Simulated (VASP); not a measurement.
Write the native input for VASP 6.6.1 that does the following.

* Task: single point
* Functional: PBE
* Potentials or basis: VASP PAW PBE potentials, release 64 (Be)
* Cutoff: 520 eV
* k mesh: 9 × 9 × 14
* Occupations: fermi-dirac, width 0.05 eV
* Spin: no spin polarisation
* Dipole correction: no
* Further INCAR settings: ALGO = Normal; EDIFF = 1e-06; NBANDS = 12

The structure of Be lies in POSCAR:

```
Be
1.0
    3.7468140000      0.0000000000      0.0000000000
    0.0000000000      3.7468140000      0.0000000000
    0.0000000000      0.0000000000      2.2584672000
Be
4
Direct
    0.2974080000      0.2974080000      0.0000000000
    0.7025920000      0.7025920000      0.0000000000
    0.2025920000      0.7974080000      0.5000000000
    0.7974080000      0.2025920000      0.5000000000
```

This cell differs from its parent crystal: zz strain of -1 %.

These files were run (other wordings do the same):

INCAR

```
SYSTEM = Be
ALGO = Normal ; EDIFF = 1E-6
ENCUT = 520 ; GGA = PE
ISIF = 2 ; ISMEAR = -1
LASPH = .True. ; LCHARG = .False.
LREAL = .False. ; LWAVE = .False.
NBANDS = 12 ; NELM = 80
PREC = Accurate ; SIGMA = 0.05
```

KPOINTS

```
k-points
0
Gamma
  9 9 14
  0 0 0
```

Potentials or basis: VASP PAW PBE potentials, release 64 (Be).

Command:

```console
$ cat potpaw_PBE.64/Be/POTCAR > POTCAR
$ mpirun -np 1 vasp_std > vasp.out
```

Results of the run:

The pressure is 1.5 GPa, the largest force is 0.044 eV/Å and the band gap on the k mesh is zero (band 4 reaches 7.86 eV, above the bottom of band 5 at 5.80 eV).

Caveat: the cell differs from its parent crystal (zz strain of -1 %).

It took 30 s on 1 thread of AMD EPYC 7R13 Processor (Zen 3) (shared host), peak memory 0.12 GiB.
